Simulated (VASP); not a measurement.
Runs of VASP 6.6.1 on SnSe. Symmetry: Fm-3m, No. 225, cubic system. Conventional cell: a = 6.020 Å, b = 6.020 Å, c = 6.020 Å, α = 90.00°, β = 90.00°, γ = 90.00°. Within 4.0 Å of Sn (site symmetry m-3m) lie 6 Se at 3.01 Å. Within 4.0 Å of Se (site symmetry m-3m) lie 6 Sn at 3.01 Å. 

```csv
k mesh,gap on the mesh (eV),pressure (GPa)
5 × 5 × 5,-,(a)
2 × 2 × 2,0.68,-3.3
4 × 4 × 4,0.63,-3.3
7 × 7 × 7,-,-1.9
```

Alike in all rows: task single point; level PBEsol; potentials or basis VASP PAW PBE potentials, release 64 (Sn_d, Se); no spin polarisation; cell as given; cutoff (eV) 520; smearing gaussian 0.01 eV.

Question: Fill in the values left out.

Answer: (a) -2.1.

Caveats: some runs use coarse meshes; the PAW data sets were made with another functional, which shifts forces and pressure a little; spin-orbit coupling is left out, which moves the levels of the heavy elements.

A k mesh can miss the band edges, and the runs leave out spin-orbit coupling on Se, Sn.
